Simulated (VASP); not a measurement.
# Ge2Sb2Te5 (Cm) in VASP: further runs, part 2 of 2

VASP 6.6.1. Earlier steps stand in the parts before.

## Step 3: Single point, PBE

The input, INCAR:

```
PREC = Accurate
ENCUT = 520
EDIFF = 1E-7
ISMEAR = 0
SIGMA = 0.4
LREAL = False
LASPH = True
NELM = 80
ALGO = Normal
ISIF = 2
LWAVE = False
LCHARG = True
GGA = PE
LELF = True
LVHAR = True
NBANDS = 44
```

The input, KPOINTS:

```
Automatic mesh
0
Gamma
  4 4 3
```

The input, POSCAR:

```
Ge2Sb2Te5
1.0
    6.8391360000     -3.0660060000      0.0000000000
    6.8391360000      3.0660060000      0.0000000000
   -6.8309770000      0.0000000000      6.8476090000
Ge Sb Te
2 2 5
Direct
    0.4973430000      0.4973430000      0.0110440000
    0.2842870000      0.2842870000      0.1878300000
    0.1118700000      0.1118700000      0.4173520000
    0.9017080000      0.9017080000      0.5878730000
    0.3999590000      0.3999590000      0.5971180000
    0.2065190000      0.2065190000      0.8098030000
    0.0083240000      0.0083240000      0.0064350000
    0.7952880000      0.7952880000      0.1961120000
    0.5947020000      0.5947020000      0.3864330000
```

Potentials or basis: VASP PAW PBE potentials, release 64 (Ge_d, Sb, Te).

On the command line:

```sh
cat potpaw_PBE.64/Ge_d/POTCAR potpaw_PBE.64/Sb/POTCAR potpaw_PBE.64/Te/POTCAR > POTCAR
mpirun -np 1 vasp_std > vasp.out
```

OUTCAR:

```text
PREC = Accurate
   ENCUT = 520
   EDIFF = 1E-7
   ISMEAR = 0
   LREAL = False
   LASPH = True
   NELM = 80
   ISIF = 2
   GGA = PE

 ion  position               nearest neighbor table
   1  0.497  0.497  0.011-   9 2.85   6 2.95   7 3.07   7 3.07   8 3.08   5 3.20
   2  0.284  0.284  0.188-   7 2.82   6 3.00   5 3.05   8 3.07   8 3.07   9 3.19
   3  0.112  0.112  0.417-   5 2.98   6 3.02   9 3.07   9 3.07   7 3.14   8 3.20
   4  0.902  0.902  0.588-   8 2.95   6 3.06   5 3.07   5 3.07   9 3.14   7 3.19
   5  0.400  0.400  0.597-   3 2.98   2 3.05   4 3.07   4 3.07   1 3.20
   6  0.207  0.207  0.810-   1 2.95   2 3.00   3 3.02   4 3.06
   7  0.008  0.008  0.006-   2 2.82   1 3.07   1 3.07   3 3.14   4 3.19
   8  0.795  0.795  0.196-   4 2.95   2 3.07   2 3.07   1 3.08   3 3.20
   9  0.595  0.595  0.386-   1 2.85   3 3.07   3 3.07   4 3.14   2 3.19

  LATTYP: Found a base centered monoclinic cell.
 ALAT       =    13.6782720000
 B/A-ratio  =     0.4483031190
 C/A-ratio  =     0.7071235363
 COS(beta)  =    -0.7062464773

  Lattice vectors:

[... 190 lines left out ...]

 k-point     1 :       0.0000    0.0000    0.0000
  band No.  band energies     occupation
      1     -19.4120      2.00000
      2     -19.4098      2.00000
      3     -19.4058      2.00000
      4     -19.4021      2.00000
      5     -19.3966      2.00000
      6     -19.3946      2.00000
[... 788 lines left out ...]
     43       9.5107      0.00000
     44       9.8857      0.00000

------------------------ aborting loop because EDIFF is reached ----------------------------------------

  FORCE on cell =-STRESS in cart. coord.  units (eV):
  Direction    XX          YY          ZZ          XY          YZ          ZX
  --------------------------------------------------------------------------------------
  -------------------------------------------------------------------------------------
  Total       -0.6450134      0.4143177     -0.4753015      0.0000000      0.0000000     -0.2247842
  in kB       -3.5986212      2.3115370     -2.6517745      0.0000000      0.0000000     -1.2541030
  external PRESSURE =      -1.3129529 kB  Pullay stress =       0.0000000 kB

 VOLUME and BASIS-vectors are now :
 -----------------------------------------------------------------------------
  energy-cutoff  :      520.00
  volume of cell :      287.17
      direct lattice vectors                 reciprocal lattice vectors
     6.839136000 -3.066006000  0.000000000     0.073108650 -0.163078611  0.072931078
     6.839136000  3.066006000  0.000000000     0.073108650  0.163078611  0.072931078
    -6.830977000  0.000000000  6.847609000     0.000000000  0.000000000  0.146036376

 POSITION                                       TOTAL-FORCE (eV/Angst)
 -----------------------------------------------------------------------------------
      6.72735      0.00000      0.07562        -0.021322      0.000000      0.080658
      2.60549      0.00000      1.28619        -0.151047      0.000000      0.039581
     -1.32073      0.00000      2.85786         0.015601      0.000000      0.013839
      8.31806      0.00000      4.02552        -0.023020      0.000000     -0.068246
      1.39185      0.00000      4.08883         0.066126      0.000000     -0.034421
     -2.70692      0.00000      5.54521         0.040343      0.000000     -0.016448
      0.06990      0.00000      0.04406         0.009197      0.000000     -0.005201
      9.53853      0.00000      1.34290         0.046913      0.000000     -0.036332
      5.49478      0.00000      2.64614         0.017211      0.000000      0.026572
 -----------------------------------------------------------------------------------
    total drift:                               -0.000677     -0.000000      0.000884

  FREE ENERGIE OF THE ION-ELECTRON SYSTEM (eV)
  ---------------------------------------------------
  free  energy   TOTEN  =       -33.6669405696 eV

  energy  without entropy=      -33.4738897889  energy(sigma->0) =      -33.57041518
```

OSZICAR:

```text
N       E                     dE             d eps       ncg     rms          rms(c)
DAV:   1     0.601325407775E+03    0.60133E+03   -0.27252E+04  1856   0.200E+03
DAV:   2     0.639753739272E+02   -0.53735E+03   -0.51508E+03  1608   0.562E+02
DAV:   3    -0.276740712535E+02   -0.91649E+02   -0.89117E+02  1760   0.152E+02
DAV:   4    -0.336959484935E+02   -0.60219E+01   -0.59398E+01  1824   0.459E+01
DAV:   5    -0.339153034914E+02   -0.21935E+00   -0.21845E+00  2136   0.890E+00    0.100E+01
DAV:   6    -0.336459034786E+02    0.26940E+00   -0.57345E-01  1960   0.321E+00    0.718E+00
DAV:   7    -0.336681662145E+02   -0.22263E-01   -0.25784E-01  1816   0.177E+00    0.179E+00
DAV:   8    -0.336659332080E+02    0.22330E-02   -0.22622E-02  1760   0.766E-01    0.672E-01
DAV:   9    -0.336668104492E+02   -0.87724E-03   -0.43396E-03  1964   0.322E-01    0.157E-01
DAV:  10    -0.336668962678E+02   -0.85819E-04   -0.39471E-04  1800   0.963E-02    0.670E-02
DAV:  11    -0.336669393975E+02   -0.43130E-04   -0.90155E-05  1924   0.429E-02    0.317E-02
DAV:  12    -0.336669404936E+02   -0.10962E-05   -0.86916E-06  1788   0.161E-02    0.133E-02
DAV:  13    -0.336669403866E+02    0.10707E-06   -0.25515E-06  1660   0.684E-03    0.646E-03
DAV:  14    -0.336669406692E+02   -0.28267E-06   -0.37588E-07  1632   0.315E-03    0.179E-03
DAV:  15    -0.336669405696E+02    0.99632E-07   -0.11885E-07  1016   0.153E-03
   1 F= -.33666941E+02 E0= -.33570415E+02  d E =-.193051E+00
```

stdout:

```text
POSCAR found type information on POSCAR GeSbTe
 POSCAR found :  3 types and       9 ions
 scaLAPACK will be used
 LDA part: xc-table for (Slater+PW92), standard interpolation
 POSCAR, INCAR and KPOINTS ok, starting setup
 FFT: planning ... GRIDC
 FFT: planning ... GRID_SOFT
 FFT: planning ... GRID
 WAVECAR not read
 entering main loop
```

It took 3 min on 1 thread of Intel Xeon 6975P-C (Granite Rapids), shared host; peak memory 0.58 GiB.

Results:

```
Free energy   : -33.6669 eV
Pressure      : -0.1 GPa
Largest force : 0.156 eV/Å
```

Forces on the atoms (eV/Å):
```
Ge  -0.021  0.000  0.081
Ge  -0.151  0.000  0.040
Sb   0.016  0.000  0.014
Sb  -0.023  0.000 -0.068
Te   0.066  0.000 -0.034
Te   0.040  0.000 -0.016
Te   0.009  0.000 -0.005
Te   0.047  0.000 -0.036
Te   0.017  0.000  0.027
```

Levels at points of the mesh, in eV from the Fermi level:
```tsv
k point	band 32	band 33	band 34	band 35	band 36	band 37
(0.00, 0.00, 0.00)	-0.66	-0.56	-0.55	0.92	1.21	2.30
(0.50, 0.00, 0.00)	-0.82	-0.69	-0.14	-0.05	0.45	0.56
(0.50, 0.50, 0.00)	-1.00	-0.95	-0.93	2.01	2.51	2.68
```

Caveat: spin-orbit coupling is left out, which moves the levels of the heavy elements.
